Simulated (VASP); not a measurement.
# S (P6_3/mmc) in VASP: single point with LDA

Aim: the single point of S with LDA.

All numbers are computed with VASP 6.6.1; they aren't measurements. Logs are shortened: lines on timing, memory, paths and dates and some standing lists are left out, and cuts for length are marked.

### Step 1. The cell of the first run

Symmetry: P6_3/mmc, No. 194, hexagonal system. The conventional cell has a = 4.035 Å, b = 4.035 Å, c = 6.432 Å, α = 90.00°, β = 90.00°, γ = 120.00°. Within 5.2 Å of S (site symmetry -6m2) lie 12 S at 3.97 to 4.03 Å.

This isn't the form of S at room conditions, which is orthorhombic, of S8 rings.

### Step 2. Single point, LDA

Contents of INCAR:

```
ALGO     = Normal         # electronic algorithm
EDIFF    = 1E-7           # SCF threshold, eV
ENCUT    = 520            # plane-wave cutoff, eV
GGA      = CA             # functional
ISIF     = 2              # what is computed and relaxed
ISMEAR   = -1             # smearing method
LASPH    = True           # aspherical terms in the spheres
LCHARG   = False          # write CHGCAR
LREAL    = False          # projectors in reciprocal space
LWAVE    = False          # write WAVECAR
NBANDS   = 13             # bands
NELM     = 100            # most SCF steps
PREC     = Accurate       # precision mode
SIGMA    = 0.1            # smearing width, eV
```

Contents of KPOINTS:

```
k-points
0
Gamma
  6 6 4
```

Contents of POSCAR:

```
S
1.0
    4.0346220000      0.0000000000      0.0000000000
   -2.0173110000      3.4940850000      0.0000000000
    0.0000000000      0.0000000000      6.4322940000
S
2
Direct
    0.3333333333      0.6666666667      0.3792440000
    0.6666666667      0.3333333333      0.8792440000
```

Potentials or basis: VASP PAW LDA potentials, release 64 (S).

On the command line:

```sh
$ cat potpaw_LDA.64/S/POTCAR > POTCAR
$ mpirun -np 1 vasp_std > vasp.out
```

OUTCAR:

```text
EDIFF = 1E-7
   ENCUT = 520
   GGA = CA
   ISIF = 2
   ISMEAR = -1
   LASPH = True
   LREAL = False
   NELM = 100
   PREC = Accurate

 ion  position               nearest neighbor table
   1  0.333  0.667  0.379-
   2  0.667  0.333  0.879-

  LATTYP: Found a hexagonal cell.
 ALAT       =     4.0346220000
 C/A-ratio  =     1.5942742591

  Lattice vectors:

 A1 = (   4.0346220000,   0.0000000000,   0.0000000000)
 A2 = (  -2.0173110000,   3.4940850000,   0.0000000000)
 A3 = (   0.0000000000,   0.0000000000,   6.4322940000)

Analysis of symmetry for initial positions (statically):
=====================================================================
 Subroutine PRICEL returns:
 Original cell was already a primitive cell.

 Routine SETGRP: Setting up the symmetry group for a
 hexagonal supercell.

 Subroutine GETGRP returns: Found 24 space group operations
 (whereof  6 operations were pure point group operations)
 out of a pool of 24 trial point group operations.

The static configuration has the point symmetry C_3v.
 The point group associated with its full space group is D_6h.

Analysis of symmetry for dynamics (positions and initial velocities):
=====================================================================
 Subroutine PRICEL returns:
 Original cell was already a primitive cell.

 Routine SETGRP: Setting up the symmetry group for a
 hexagonal supercell.

 Subroutine GETGRP returns: Found 24 space group operations
 (whereof  6 operations were pure point group operations)
 out of a pool of 24 trial point group operations.

The dynamic configuration has the point symmetry C_3v.
 The point group associated with its full space group is D_6h.

 Subroutine INISYM returns: Found 24 space group operations
 (whereof  6 operations are pure point group operations),
 and found     1 'primitive' translations

----------------------------------------------------------------------------------------

                                     Primitive cell

  volume of cell :      90.6781

  direct lattice vectors                    reciprocal lattice vectors
     4.034622000  0.000000000  0.000000000     0.247854694  0.143098980  0.000000000
    -2.017311000  3.494085000  0.000000000     0.000000000  0.286197960  0.000000000
     0.000000000  0.000000000  6.432294000     0.000000000  0.000000000  0.155465531

  length of vectors
     4.034622000  4.034621873  6.432294000     0.286197951  0.286197960  0.155465531

  position of ions in fractional coordinates (direct lattice)
     0.333333333  0.666666667  0.379244000
     0.666666667  0.333333333  0.879244000

  ion indices of the primitive-cell ions
   primitive index   ion index
                 1           1
                 2           2

----------------------------------------------------------------------------------------

 KPOINTS: k-points

Automatic generation of k-mesh.
 Grid dimensions read from file:
 generate k-points for:    6    6    4

 Generating k-lattice:

  Cartesian coordinates                     Fractional coordinates (reciprocal lattice)
     0.041309116  0.023849830  0.000000000     0.166666667  0.000000000  0.000000000
     0.000000000  0.047699660  0.000000000     0.000000000  0.166666667  0.000000000
     0.000000000  0.000000000  0.038866383     0.000000000  0.000000000  0.250000000

  Length of vectors
     0.047699659  0.047699660  0.038866383

  Shift w.r.t. Gamma in fractional coordinates (k-lattice)
     0.000000000  0.000000000  0.000000000

 Subroutine IBZKPT returns following result:
 ===========================================

 Found     21 irreducible k-points:

 Following reciprocal coordinates:
            Coordinates               Weight
  0.000000  0.000000  0.000000      1.000000
  0.166667  0.000000  0.000000      6.000000
  0.333333  0.000000  0.000000      6.000000
  0.500000  0.000000  0.000000      3.000000
  0.166667  0.166667  0.000000      6.000000
  0.333333  0.166667  0.000000     12.000000
[... 13 lines left out ...]
  0.333333  0.166667  0.500000     12.000000
  0.333333  0.333333  0.500000      2.000000
   k-points           NKPTS =     21   k-points in BZ     NKDIM =     21   number of bands    NBANDS=     13
   number of dos      NEDOS =    301   number of ions     NIONS =      2
   total plane-waves  NPLWV =  43200
   dimension x,y,z NGX =    30 NGY =   30 NGZ =   48
   dimension x,y,z NGXF=    60 NGYF=   60 NGZF=   96
   ions per type =               2
   NGX,Y,Z   is equivalent  to a cutoff of  12.36, 12.36, 12.41 a.u.
   NGXF,Y,Z  is equivalent  to a cutoff of  24.72, 24.72, 24.81 a.u.
 SYSTEM =  unknown system
   PREC   = accura    normal or accurate (medium, high low for compatibility)
   ISTART =      0    job   : 0-new  1-cont  2-samecut
   ICHARG =      2    charge: 1-file 2-atom 10-const
   ISPIN  =      1    spin polarized calculation?
   LNONCOLLINEAR =      F non collinear calculations
   LSORBIT =      F    spin-orbit coupling
   LASPH  =      T    aspherical Exc in radial PAW
   ENCUT  =  520.0 eV  38.22 Ry    6.18 a.u.   7.50  7.50 11.96*2*pi/ulx,y,z
   NELM   =    100;   NELMIN=  2; NELMDL= -5     # of ELM steps
   EDIFF  = 0.1E-06   stopping-criterion for ELM
   LREAL  =      F    real-space projection
   EDIFFG = 0.1E-05   stopping-criterion for IOM
   NSW    =      0    number of steps for IOM
   IBRION =     -1    ionic relax: 0-MD 1-quasi-New 2-CG
   NFREE  =      0    steps in history (QN), initial steepest desc. (CG)
   ISIF   =      2    stress and relaxation
   ISYM   =      2    0-nonsym 1-usesym 2-fastsym
   POTIM  = 0.5000    time-step for ionic-motion
   TEBEG  =    0.0;   TEEND  =   0.0 temperature during run
   PSTRESS=    0.0 pullay stress
   NELECT =      12.0000    total number of electrons
   NUPDOWN=      -1.0000    fix difference up-down
   EMIN   =  10.00;   EMAX   =-10.00  energy-range for DOS
   EFERMI =   0.00;   METHOD = LEGACY
   ISMEAR =    -1;   SIGMA  =   0.10  broadening in eV -4-tet -1-fermi 0-gaus
   EFERMI_NEDOS =   21; number of points for ismear=-14 and -15
   IALGO  =     38    algorithm
   IMIX   =      4    mixing-type and parameters
     AMIX     =   0.40;   BMIX     =  1.00
     AMIX_MAG =   1.60;   BMIX_MAG =  1.00
  volume/ion in A,a.u.               =      45.34       305.96
  Fermi-wavevector in a.u.,A,eV,Ry     =   0.834260  1.576522  9.469505  0.695989
  Thomas-Fermi vector in A             =   1.947621
   LORBIT       =      0    0 simple, 1 ext, 2 COOP (PROOUT), +10 PAW based schemes
   GGA     = CA    functional components
   LHFCALC =     F    Hartree Fock is set to
   AEXX    =    0.0000 exact exchange contribution
   IVDW    =     0    specifies the selected vdW correction
   LEPSILON=     F    determine dielectric tensor
   LRPA    =     F    only Hartree local field effects (RPA)
 non-spin polarized calculation
  energy-cutoff  :      520.00
  volume of cell :       90.68
 maximum number of plane-waves:      2466
 NGX is ok and might be reduce to    30
   NGX = 15   NGY = 15   NGZ = 23

 number of electron      12.0000004 magnetization

 Free energy of the ion-electron system (eV)
  ---------------------------------------------------
  ext. energy  EPLUGINS =         0.00000000
  ---------------------------------------------------
  free energy    TOTEN  =        -2.76209434 eV

  energy without entropy =       -2.47454649  energy(sigma->0) =       -2.61832042

 E-fermi :  -2.5175     XC(G=0):  -7.0576

 val. band max:       -2.5203303392   @ k =   0.3333   0.1667   0.0000
 cond. band min:      -2.5099920096   @ k =   0.5000   0.0000   0.5000
 fundamental gap:      0.0103383296
 Fermi energy:        -2.5174542762

 k-point     1 :       0.0000    0.0000    0.0000
  band No.  band energies     occupation
      1     -13.5254      2.00000
      2     -13.0829      2.00000
      3      -4.1311      2.00000
      4      -2.2961      0.19710
      5      -2.2961      0.19710
      6      -2.0455      0.01768
      7      -2.0455      0.01768
      8      -1.9965      0.01087
      9       3.3805      0.00000
     10       5.1150      0.00000
     11       8.3965      0.00000
     12       8.4657      0.00000
     13       8.4657      0.00000

 k-point     2 :       0.1667    0.0000    0.0000
  band No.  band energies     occupation
      1     -13.4416      2.00000
      2     -13.0464      2.00000
      3      -3.9673      2.00000
      4      -2.7540      1.82836
      5      -2.4984      0.90497
      6      -2.4279      0.57987
      7      -2.0850      0.02613
      8      -2.0682      0.02213
      9       4.0962      0.00000
     10       5.7349      0.00000
     11       7.4018      0.00000
     12       7.5435      0.00000
     13       8.5093      0.00000

 k-point     3 :       0.3333    0.0000    0.0000
  band No.  band energies     occupation
      1     -13.2494      2.00000
      2     -12.9874      2.00000
      3      -3.5622      1.99994
      4      -3.5451      1.99993
      5      -3.1945      1.99771
      6      -2.6487      1.57578
      7      -2.3020      0.20786
      8      -2.1880      0.07153
      9       5.2139      0.00000
     10       5.7851      0.00000
     11       6.2078      0.00000
     12       7.3894      0.00000
     13       8.4520      0.00000
[... 257 lines left out ...]
 k-point    20 :       0.3333    0.1667    0.5000
  band No.  band energies     occupation
      1     -13.0528      2.00000
      2     -13.0528      2.00000
      3      -3.8311      2.00000
      4      -3.8311      2.00000
      5      -2.8823      1.94927
      6      -2.8823      1.94927
      7      -2.3626      0.35071
      8      -2.3626      0.35071
      9       5.5812      0.00000
     10       5.5812      0.00000
     11       7.0981      0.00000
     12       7.0981      0.00000
     13       7.9209      0.00000

 k-point    21 :       0.3333    0.3333    0.5000
  band No.  band energies     occupation
      1     -13.0182      2.00000
      2     -13.0182      2.00000
      3      -3.6937      1.99998
      4      -3.6937      1.99998
      5      -3.2934      1.99915
      6      -3.2934      1.99915
      7      -2.3105      0.22423
      8      -2.3105      0.22423
      9       6.4022      0.00000
     10       6.4022      0.00000
     11       6.4202      0.00000
     12       6.4202      0.00000
     13       7.9672      0.00000

------------------------ aborting loop because EDIFF is reached ----------------------------------------

  FORCE on cell =-STRESS in cart. coord.  units (eV):
  Direction    XX          YY          ZZ          XY          YZ          ZX
  --------------------------------------------------------------------------------------
  -------------------------------------------------------------------------------------
  Total       -3.8349510     -3.8349507     -4.4676355      0.0000000      0.0000000      0.0000000
  in kB      -67.7591895    -67.7591838    -78.9379988      0.0000000      0.0000000      0.0000000
  external PRESSURE =     -71.4854574 kB  Pullay stress =       0.0000000 kB

 VOLUME and BASIS-vectors are now :
 -----------------------------------------------------------------------------
  energy-cutoff  :      520.00
  volume of cell :       90.68
      direct lattice vectors                 reciprocal lattice vectors
     4.034622000  0.000000000  0.000000000     0.247854694  0.143098980  0.000000000
    -2.017311000  3.494085000  0.000000000     0.000000000  0.286197960  0.000000000
     0.000000000  0.000000000  6.432294000     0.000000000  0.000000000  0.155465531

 POSITION                                       TOTAL-FORCE (eV/Angst)
 -----------------------------------------------------------------------------------
     -0.00000      2.32939      2.43941        -0.000000      0.000000      0.000000
      2.01731      1.16469      5.65556         0.000000     -0.000000     -0.000000
 -----------------------------------------------------------------------------------
    total drift:                                0.000000      0.000000      0.000003

  FREE ENERGIE OF THE ION-ELECTRON SYSTEM (eV)
  ---------------------------------------------------
  free  energy   TOTEN  =        -2.7620943407 eV

  energy  without entropy=       -2.4745464912  energy(sigma->0) =       -2.61832042
```

It took 17 s on 1 thread of Intel Xeon 6455B, shared host; peak memory 0.16 GiB.

What came out:

```
Free energy            : -2.7621 eV
Pressure               : -7.1 GPa
Band gap on the k mesh : zero (bands 6 and 7 overlap by 0.80 eV)
```

Stress tensor (GPa, compression positive):
```
-6.78  0.00  0.00
 0.00 -6.78  0.00
 0.00  0.00 -7.89
```

Caveat: the cell stands under tension.
